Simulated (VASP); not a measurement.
# Be27Cl in VASP: notebook

Be27Cl is run at these levels: LDA; tasks: single point, relaxation of the atoms.

Everything below comes from runs of VASP 6.6.1. Logs are shortened: lines on timing, memory, paths and dates and some standing lists are left out, and cuts for length are marked.

## (1) The cell of the first run

The cell holds a slab with vacuum, 28 atoms: a = 6.870 Å, b = 6.870 Å, c = 14.588 Å, α = 90.00°, β = 90.00°, γ = 60.00°.

## (2) Single point, LDA

INCAR

```
SYSTEM = Be27Cl
PREC     = Accurate       ! precision mode
ENCUT    = 520            ! plane-wave cutoff, eV
EDIFF    = 1E-7           ! SCF threshold, eV
ISMEAR   = 0              ! smearing method
SIGMA    = 0.15           ! smearing width, eV
LREAL    = Auto         
LASPH    = .True.         ! aspherical terms in the spheres
NELM     = 100            ! most SCF steps
ALGO     = Normal         ! electronic algorithm
ISIF     = 2              ! what is computed and relaxed
LWAVE    = .False.        ! write WAVECAR
LCHARG   = .False.        ! write CHGCAR
NBANDS   = 50             ! bands
```

KPOINTS

```
regular mesh
0
Gamma
  4 4 1
  0 0 0
```

POSCAR

```
Be27Cl
1.0
    6.8700000000      0.0000000000      0.0000000000
    3.4350000000      5.9495950000      0.0000000000
    0.0000000000      0.0000000000     14.5884300000
Be Cl
27 1
Direct
    0.0000000000      0.0000000000      0.0685475000
    0.3333333000      0.0000000000      0.0685475000
    0.6666667000      0.0000000000      0.0685475000
    0.0000000000      0.3333333000      0.0685475000
    0.3333333000      0.3333333000      0.0685475000
    0.6666667000      0.3333333000      0.0685475000
    0.0000000000      0.6666667000      0.0685475000
    0.3333333000      0.6666667000      0.0685475000
    0.6666667000      0.6666667000      0.0685475000
   -0.1116668097      0.2222277427      0.1864864117
    0.2227042716      0.2223313151      0.1865004470
    0.5568957587      0.2194432880      0.1897725501
   -0.1126431203      0.5584047560      0.1922558770
    0.2192649876      0.5568917369      0.1896835076
    0.5571719686      0.5569858736      0.1896429155
   -0.1119950863      0.8875406900      0.1922030389
    0.2223853409      0.8883911114      0.1864581202
    0.5579922077      0.8873310214      0.1922192233
    0.0054988689      0.0054812787      0.3057410072
    0.3225120626      0.0054040013      0.3057681947
    0.6620393374      0.0090078087      0.3148472364
    0.0052804844      0.3227758751      0.3058289862
    0.3325083626      0.3325697276      0.3092783084
    0.6682633669      0.3325883677      0.3092514341
    0.0091177157      0.6617181633      0.3149655330
    0.3325537636      0.6682720912      0.3091939257
    0.6623572639      0.6618249808      0.3150180530
    0.7776797399      0.7782477440      0.4241441144
```

Potentials or basis: VASP PAW LDA potentials, release 64 (Be, Cl).

Run with:

```sh
$ cat potpaw_LDA.64/Be/POTCAR potpaw_LDA.64/Cl/POTCAR > POTCAR
$ mpirun -np 1 vasp_std > vasp.out
```

OUTCAR:

```text
SYSTEM = Be27Cl
   PREC = Accurate
   ENCUT = 520
   EDIFF = 1E-7
   ISMEAR = 0
   LREAL = Auto
   LASPH = .True.
   NELM = 100
   ISIF = 2

 ion  position               nearest neighbor table
   1  0.000  0.000  0.069-  10 2.17  17 2.17  16 2.24   3 2.29   2 2.29   8 2.29   4 2.29   6 2.29
                             7 2.29
   2  0.333  0.000  0.069-  11 2.17  17 2.17  18 2.25   1 2.29   4 2.29   5 2.29   8 2.29   9 2.29
                             3 2.29
   3  0.667  0.000  0.069-  12 2.20  16 2.23  18 2.23   1 2.29   6 2.29   7 2.29   9 2.29   5 2.29
                             2 2.29
   4  0.000  0.333  0.069-  11 2.17  10 2.17  13 2.25   6 2.29   5 2.29   2 2.29   1 2.29   9 2.29
                             7 2.29
   5  0.333  0.333  0.069-  11 2.17  14 2.21  12 2.21   4 2.29   2 2.29   3 2.29   7 2.29   6 2.29
                             8 2.29
   6  0.667  0.333  0.069-  10 2.17  15 2.21  12 2.21   4 2.29   1 2.29   3 2.29   5 2.29   9 2.29
                             8 2.29
   7  0.000  0.667  0.069-  14 2.20  16 2.23  13 2.23   9 2.29   8 2.29   3 2.29   1 2.29   5 2.29
                             4 2.29
   8  0.333  0.667  0.069-  17 2.17  15 2.21  14 2.21   7 2.29   1 2.29   2 2.29   9 2.29   6 2.29
                             5 2.29
   9  0.667  0.667  0.069-  15 2.20  18 2.23  13 2.23   7 2.29   3 2.29   2 2.29   4 2.29   8 2.29
[... 22 lines left out ...]
                            27 2.35
  21  0.662  0.009  0.315-  28 2.10  12 2.21  18 2.24  16 2.24  23 2.25  24 2.25  20 2.35  19 2.35
                            27 2.38  25 2.39
  22  0.005  0.323  0.306-  11 2.17  10 2.17  13 2.17  19 2.18  20 2.18  24 2.28  23 2.28  25 2.35
                            27 2.35
  23  0.333  0.333  0.309-  12 2.20  14 2.20  11 2.22  25 2.24  21 2.25  22 2.28  20 2.28  26 2.31
                            24 2.31
  24  0.668  0.333  0.309-  12 2.20  15 2.20  10 2.22  27 2.24  21 2.25  22 2.28  19 2.28  26 2.31
                            23 2.31
  25  0.009  0.662  0.315-  28 2.11  14 2.21  13 2.24  16 2.24  23 2.24  26 2.25  22 2.35  19 2.35
                            27 2.38  21 2.39
  26  0.333  0.668  0.309-  14 2.20  15 2.20  17 2.22  27 2.25  25 2.25  20 2.28  19 2.28  24 2.31
                            23 2.31
  27  0.662  0.662  0.315-  28 2.11  15 2.22  13 2.24  18 2.24  24 2.24  26 2.25  22 2.35  20 2.35
                            25 2.38  21 2.38
  28  0.778  0.778  0.424-  21 2.10  25 2.11  27 2.11

  LATTYP: Found a hexagonal cell.
 ALAT       =     6.8700004122
 C/A-ratio  =     2.1234976892

  Lattice vectors:

 A1 = (  -3.4350000000,  -5.9495950000,   0.0000000000)
 A2 = (   6.8700000000,   0.0000000000,   0.0000000000)
 A3 = (   0.0000000000,   0.0000000000,  14.5884300000)

Analysis of symmetry for initial positions (statically):
=====================================================================
 Subroutine PRICEL returns:
 Original cell was already a primitive cell.

[... 171 lines left out ...]
   EMIN   =  10.00;   EMAX   =-10.00  energy-range for DOS
   EFERMI =   0.00;   METHOD = LEGACY
   ISMEAR =     0;   SIGMA  =   0.15  broadening in eV -4-tet -1-fermi 0-gaus
   EFERMI_NEDOS =   21; number of points for ismear=-14 and -15
   IALGO  =     38    algorithm
   IMIX   =      4    mixing-type and parameters
     AMIX     =   0.40;   BMIX     =  1.00
     AMIX_MAG =   1.60;   BMIX_MAG =  1.00
  volume/ion in A,a.u.               =      21.30       143.71
  Fermi-wavevector in a.u.,A,eV,Ry     =   0.765656  1.446881  7.976138  0.586230
  Thomas-Fermi vector in A             =   1.865825
   LORBIT       =      0    0 simple, 1 ext, 2 COOP (PROOUT), +10 PAW based schemes
   GGA     = CA    functional components
   LHFCALC =     F    Hartree Fock is set to
   AEXX    =    0.0000 exact exchange contribution
   IVDW    =     0    specifies the selected vdW correction
   LEPSILON=     F    determine dielectric tensor
   LRPA    =     F    only Hartree local field effects (RPA)
 non-spin polarized calculation
 Gauss-broadening in eV      SIGMA  =   0.15
  energy-cutoff  :      520.00
  volume of cell :      596.28
 maximum number of plane-waves:     16072
 NGX is ok and might be reduce to    54
   NGX = 25   NGY = 25   NGZ = 55

 number of electron      61.0000000 magnetization

 Free energy of the ion-electron system (eV)
  ---------------------------------------------------
  ext. energy  EPLUGINS =         0.00000000
  ---------------------------------------------------
  free energy    TOTEN  =      -106.83368878 eV

  energy without entropy =     -106.69978290  energy(sigma->0) =     -106.76673584

 E-fermi :  -0.6968     XC(G=0):  -5.4942

 val. band max:       -0.7217083846   @ k =   0.0000   0.5000   0.0000
 cond. band min:      -0.6952139203   @ k =  -0.2500   0.2500   0.0000
 fundamental gap:      0.0264944642
 Fermi energy:        -0.6967968938

 k-point     1 :       0.0000    0.0000    0.0000
  band No.  band energies     occupation
      1     -17.8568      2.00000
      2     -10.2519      2.00000
      3      -8.1952      2.00000
      4      -7.5504      2.00000
      5      -7.3271      2.00000
      6      -7.3258      2.00000
[... 439 lines left out ...]
     41       3.3991      0.00000
     42       3.5895      0.00000
 [bands above 42 left out]

------------------------ aborting loop because EDIFF is reached ----------------------------------------

  FORCE on cell =-STRESS in cart. coord.  units (eV):
  Direction    XX          YY          ZZ          XY          YZ          ZX
  --------------------------------------------------------------------------------------
  -------------------------------------------------------------------------------------
  Total      -20.4424622    -20.3907075      0.3041082     -0.0097537      0.0119127      0.0027721
  in kB      -54.9276590    -54.7885971      0.8171203     -0.0262076      0.0320086      0.0074484
  external PRESSURE =     -36.2997119 kB  Pullay stress =       0.0000000 kB

 VOLUME and BASIS-vectors are now :
 -----------------------------------------------------------------------------
  energy-cutoff  :      520.00
  volume of cell :      596.28
      direct lattice vectors                 reciprocal lattice vectors
     6.870000000  0.000000000  0.000000000     0.145560408 -0.084039334  0.000000000
     3.435000000  5.949595000  0.000000000     0.000000000  0.168078668  0.000000000
     0.000000000  0.000000000 14.588430000     0.000000000  0.000000000  0.068547472

 POSITION                                       TOTAL-FORCE (eV/Angst)
 -----------------------------------------------------------------------------------
      0.00000      0.00000      1.00000        -0.283454     -0.163329      0.056053
      2.29000      0.00000      1.00000         0.284909     -0.163915      0.056771
      4.58000      0.00000      1.00000        -0.001304      0.148088      0.089302
      1.14500      1.98320      1.00000         0.000220      0.331675      0.058328
      3.43500      1.98320      1.00000        -0.026912     -0.018742     -0.176015
      5.72500      1.98320      1.00000         0.025873     -0.019617     -0.175643
[... 20 lines left out ...]
      6.82376      3.93759      4.59562         0.002417      0.007983      0.009780
      8.01594      4.63026      6.18760        -0.000149     -0.000809      0.004402
 -----------------------------------------------------------------------------------
    total drift:                               -0.000082     -0.000194      0.001502

  FREE ENERGIE OF THE ION-ELECTRON SYSTEM (eV)
  ---------------------------------------------------
  free  energy   TOTEN  =      -106.8336887806 eV

  energy  without entropy=     -106.6997828989  energy(sigma->0) =     -106.76673584
```

OSZICAR:

```text
N       E                     dE             d eps       ncg     rms          rms(c)
DAV:   1     0.201772075404E+03    0.20177E+03   -0.20489E+04  1000   0.914E+02
DAV:   2    -0.919108621978E+02   -0.29368E+03   -0.27986E+03  1416   0.173E+02
DAV:   3    -0.115239300067E+03   -0.23328E+02   -0.22563E+02  1224   0.448E+01
[... 17 lines left out ...]
DAV:  21    -0.106833687920E+03   -0.77771E-05   -0.11236E-06  1176   0.313E-03    0.614E-04
DAV:  22    -0.106833688537E+03   -0.61735E-06   -0.46717E-07  1272   0.185E-03    0.144E-03
DAV:  23    -0.106833688646E+03   -0.10883E-06   -0.42614E-08   832   0.825E-04    0.397E-04
DAV:  24    -0.106833688770E+03   -0.12404E-06   -0.74097E-08   816   0.776E-04    0.529E-04
DAV:  25    -0.106833688781E+03   -0.10351E-07   -0.94456E-09   792   0.321E-04
   1 F= -.10683369E+03 E0= -.10676674E+03  d E =-.133906E+00
```

Run time: 15 min. Hardware: 1 thread of Intel Xeon Platinum 8488C (Sapphire Rapids), shared host; peak memory 0.58 GiB.

What came out:

```yaml
Free_energy: -106.8337 eV
Largest_force: 0.337 eV/Å
Band_gap_on_the_k_mesh: zero (an odd number of electrons rules out a gap without spin polarisation)
```

Forces in eV/Å, atoms in the order of the input:
```
Be  -0.283 -0.163  0.056
Be   0.285 -0.164  0.057
Be  -0.001  0.148  0.089
Be   0.000  0.332  0.058
Be  -0.027 -0.019 -0.176
Be   0.026 -0.020 -0.176
Be   0.124 -0.076  0.089
Be  -0.001  0.031 -0.175
Be  -0.123 -0.074  0.088
Be   0.000  0.000  0.000
Be   0.002  0.002  0.000
Be  -0.002  0.004 -0.005
Be   0.000 -0.002 -0.005
Be  -0.002 -0.006  0.002
Be   0.002 -0.004  0.005
Be   0.001  0.002 -0.001
Be   0.000  0.007  0.001
Be  -0.001  0.002 -0.002
Be  -0.003 -0.002  0.012
Be   0.000  0.000  0.009
Be   0.003 -0.004  0.014
Be   0.000 -0.005  0.003
Be   0.001 -0.001  0.010
Be  -0.001 -0.002  0.010
Be  -0.001  0.010  0.011
Be  -0.001 -0.002  0.010
Be   0.002  0.008  0.010
Cl   0.000 -0.001  0.004
```

Caveat: an odd number of electrons without spin polarisation forces a metal; a magnetic or distorted state may lie lower.

## (3) Relaxation of the atoms, LDA

INCAR

```
SYSTEM = Be27Cl
  PREC = Accurate
  ENCUT = 520
  EDIFF = 1E-6
  ISMEAR = 0
  SIGMA = 0.15
  LREAL = Auto
  LASPH = .TRUE.
  NELM = 100
  ALGO = Normal
  ISIF = 2
  LWAVE = .FALSE.
  LCHARG = .FALSE.
  GGA = CA
  IBRION = 2
  NSW = 80
  EDIFFG = -0.03
```

KPOINTS

```
Automatic mesh
0
G
  4 4 1
  0 0 0
```

POSCAR

```
Be27Cl
1.0
    6.8700000000      0.0000000000      0.0000000000
    3.4350000000      5.9495950000      0.0000000000
    0.0000000000      0.0000000000     14.5884300000
Be Cl
27 1
Selective dynamics
Direct
    0.0000000000      0.0000000000      0.0685475000  F F F
    0.3333333000      0.0000000000      0.0685475000  F F F
    0.6666667000      0.0000000000      0.0685475000  F F F
    0.0000000000      0.3333333000      0.0685475000  F F F
    0.3333333000      0.3333333000      0.0685475000  F F F
    0.6666667000      0.3333333000      0.0685475000  F F F
    0.0000000000      0.6666667000      0.0685475000  F F F
    0.3333333000      0.6666667000      0.0685475000  F F F
    0.6666667000      0.6666667000      0.0685475000  F F F
   -0.1111111000      0.2222222000      0.1915364000  T T T
    0.2222222000      0.2222222000      0.1915364000  T T T
    0.5555556000      0.2222222000      0.1915364000  T T T
   -0.1111111000      0.5555556000      0.1915364000  T T T
    0.2222222000      0.5555556000      0.1915364000  T T T
    0.5555556000      0.5555556000      0.1915364000  T T T
   -0.1111111000      0.8888889000      0.1915364000  T T T
    0.2222222000      0.8888889000      0.1915364000  T T T
    0.5555556000      0.8888889000      0.1915364000  T T T
    0.0000000000      0.0000000000      0.3145253000  T T T
    0.3333333000      0.0000000000      0.3145253000  T T T
    0.6666667000      0.0000000000      0.3145253000  T T T
    0.0000000000      0.3333333000      0.3145253000  T T T
    0.3333333000      0.3333333000      0.3145253000  T T T
    0.6666667000      0.3333333000      0.3145253000  T T T
    0.0000000000      0.6666667000      0.3145253000  T T T
    0.3333333000      0.6666667000      0.3145253000  T T T
    0.6666667000      0.6666667000      0.3145253000  T T T
    0.7736564000      0.7931266000      0.4248867000  T T T
```

Potentials or basis: VASP PAW LDA potentials, release 64 (Be, Cl).

Run with:

```sh
$ cat potpaw_LDA.64/Be/POTCAR potpaw_LDA.64/Cl/POTCAR > POTCAR
$ mpirun -np 1 vasp_std > vasp.out
```

Wall time 1.7 h (1 thread of Intel Xeon Platinum 8488C (Sapphire Rapids), shared host); peak memory 0.59 GiB.

The run converged. Its results:

* Free energy: -106.8351 eV
* Energy gained by relaxing: 7.5 meV/atom
* Ionic steps: 16
* Band gap on the k mesh: zero (an odd number of electrons rules out a gap without spin polarisation)

Step by step:
| step | energy change (eV) | largest force on free atoms (eV/Å) | pressure (GPa) |
| --- | --- | --- | --- |
| 1 | 0.0000 | 0.7266 | -4.13 |
| 2 | -0.0976 | 0.4671 | -4.14 |
| 3 | -0.1493 | 0.3841 | -4.12 |
| 4 | -0.1794 | 0.1904 | -4.05 |
| 5 | -0.1912 | 0.1447 | -3.97 |
| 6 | -0.1981 | 0.0874 | -3.95 |
| 7 | -0.2003 | 0.0792 | -3.94 |
| 8 | -0.2033 | 0.0469 | -3.91 |
| 9 | -0.2046 | 0.0845 | -3.88 |
| 10 | -0.2060 | 0.0436 | -3.84 |
| 11 | -0.2066 | 0.0783 | -3.80 |
| 12 | -0.2077 | 0.0494 | -3.78 |
| 13 | -0.2084 | 0.0649 | -3.71 |
| 14 | -0.2084 | 0.0535 | -3.73 |
| 15 | -0.2092 | 0.0305 | -3.70 |
| 16 | -0.2095 | 0.0275 | -3.67 |

Final structure:
```
CELL_PARAMETERS angstrom
6.87000 0.00000 0.00000
3.43500 5.94960 0.00000
0.00000 0.00000 14.58843
ATOMIC_POSITIONS crystal
Be 0.00000 0.00000 0.06855
Be 0.33333 0.00000 0.06855
Be 0.66667 0.00000 0.06855
Be 0.00000 0.33333 0.06855
Be 0.33333 0.33333 0.06855
Be 0.66667 0.33333 0.06855
Be 0.00000 0.66667 0.06855
Be 0.33333 0.66667 0.06855
Be 0.66667 0.66667 0.06855
Be 0.88756 0.22095 0.18670
Be 0.22496 0.22183 0.18665
Be 0.55516 0.22212 0.18981
Be 0.88575 0.56120 0.19220
Be 0.21876 0.55504 0.18985
Be 0.55955 0.55595 0.18988
Be 0.89014 0.88728 0.19242
Be 0.22080 0.89099 0.18681
Be 0.55707 0.88638 0.19236
Be 0.00518 0.00620 0.30653
Be 0.32216 0.00629 0.30629
Be 0.66225 0.00906 0.31525
Be 0.00537 0.32296 0.30558
Be 0.33273 0.33260 0.30975
Be 0.66815 0.33255 0.30965
Be 0.00928 0.66227 0.31527
Be 0.33238 0.66860 0.30932
Be 0.66186 0.66212 0.31525
Cl 0.77803 0.77642 0.42438
```

Levels at points of the mesh, in eV from the Fermi level:
| k point | band 29 | band 30 | band 31 | band 32 | band 33 | band 34 |
| --- | --- | --- | --- | --- | --- | --- |
| (0.00, 0.00, 0.00) | -0.27 | 0.33 | 0.55 | 0.55 | 0.77 | 0.77 |
| (0.50, 0.00, 0.00) | -0.32 | -0.17 | -0.08 | -0.03 | 0.53 | 1.54 |
| (0.50, 0.50, 0.00) | -0.33 | -0.15 | -0.07 | -0.04 | 0.52 | 1.55 |
| (0.00, 0.50, 0.00) | -0.29 | -0.21 | -0.12 | 0.00 | 0.56 | 1.52 |

Caveat: an odd number of electrons without spin polarisation forces a metal; a magnetic or distorted state may lie lower.

## (4) Single point, LDA

INCAR

```
SYSTEM = Be27Cl
  PREC = Accurate
  ENCUT = 520
  EDIFF = 1E-6
  ISMEAR = 0
  SIGMA = 0.15
  LREAL = Auto
  LASPH = .True.
  NELM = 100
  ALGO = Normal
  ISIF = 2
  LWAVE = .False.
  LCHARG = .True.
  LELF = .True.
  LVHAR = .True.
  NBANDS = 50
```

KPOINTS

```
regular mesh
0
Gamma
  4 4 1
  0 0 0
```

POSCAR

```
Be27Cl
1.0
    6.8700000000      0.0000000000      0.0000000000
    3.4350000000      5.9495950000      0.0000000000
    0.0000000000      0.0000000000     14.5884300000
Be Cl
27 1
Direct
    0.0000000000      0.0000000000      0.0685474722
    0.3333333333      0.0000000000      0.0685474722
    0.6666666667      0.0000000000      0.0685474722
    0.0000000280      0.3333332773      0.0685474722
    0.3333333613      0.3333332773      0.0685474722
    0.6666666947      0.3333332773      0.0685474722
   -0.0000000280      0.6666667227      0.0685474722
    0.3333333053      0.6666667227      0.0685474722
    0.6666666387      0.6666667227      0.0685474722
   -0.1116668497      0.2222277315      0.1864864142
    0.2227042350      0.2223312679      0.1865004665
    0.5568957971      0.2194433403      0.1897725801
   -0.1126431228      0.5584047318      0.1922558493
    0.2192650732      0.5568916876      0.1896835369
    0.5571720141      0.5569858116      0.1896428882
   -0.1119951196      0.8875407486      0.1922030678
    0.2223854023      0.8883910586      0.1864581041
    0.5579922943      0.8873309864      0.1922192450
    0.0054988402      0.0054812134      0.3057409879
    0.3225120867      0.0054040653      0.3057682012
    0.6620393114      0.0090078400      0.3148472454
    0.0052804534      0.3227759200      0.3058290028
    0.3325083107      0.3325696959      0.3092783116
    0.6682633200      0.3325883527      0.3092514410
    0.0091177806      0.6617181506      0.3149655583
    0.3325537897      0.6682720420      0.3091939297
    0.6623571991      0.6618250486      0.3150180657
    0.7776797575      0.7782477631      0.4241441334
```

Run with:

```sh
$ cat potpaw_LDA.64/Be/POTCAR potpaw_LDA.64/Cl/POTCAR > POTCAR
$ mpirun -np 1 vasp_std > vasp.out
```

Run time: 12 min. Hardware: 1 thread of Intel Xeon Platinum 8488C (Sapphire Rapids), shared host; peak memory 0.58 GiB.

The run converged. Its results:

```
Free energy            : -106.8337 eV
Largest force          : 0.337 eV/Å
Band gap on the k mesh : zero (an odd number of electrons rules out a gap without spin polarisation)
```

Forces on the atoms (eV/Å):
```
Be  -0.283 -0.163  0.056
Be   0.285 -0.164  0.057
Be  -0.001  0.148  0.089
Be   0.000  0.332  0.058
Be  -0.027 -0.019 -0.176
Be   0.026 -0.020 -0.176
Be   0.124 -0.076  0.089
Be  -0.001  0.031 -0.175
Be  -0.123 -0.074  0.088
Be   0.000  0.000  0.000
Be   0.002  0.002  0.000
Be  -0.002  0.004 -0.005
Be   0.000 -0.002 -0.005
Be  -0.002 -0.006  0.002
Be   0.002 -0.004  0.005
Be   0.001  0.002 -0.001
Be   0.000  0.007  0.001
Be  -0.001  0.002 -0.002
Be  -0.003 -0.002  0.012
Be   0.000  0.000  0.009
Be   0.003 -0.004  0.014
Be   0.000 -0.005  0.003
Be   0.001 -0.001  0.010
Be  -0.001 -0.002  0.010
Be  -0.001  0.010  0.011
Be  -0.001 -0.002  0.010
Be   0.002  0.008  0.010
Cl   0.000 -0.001  0.004
```

Levels at points of the mesh, in eV from the Fermi level:
```
           k point  band 29  band 30  band 31  band 32  band 33  band 34
(0.00, 0.00, 0.00)    -0.37     0.33     0.54     0.55     0.76     0.77
(0.50, 0.00, 0.00)    -0.31    -0.17    -0.08    -0.03     0.54     1.55
(0.50, 0.50, 0.00)    -0.31    -0.17    -0.08    -0.03     0.54     1.55
(0.00, 0.50, 0.00)    -0.30    -0.18    -0.09    -0.02     0.54     1.55
```

Caveat: an odd number of electrons without spin polarisation forces a metal; a magnetic or distorted state may lie lower.
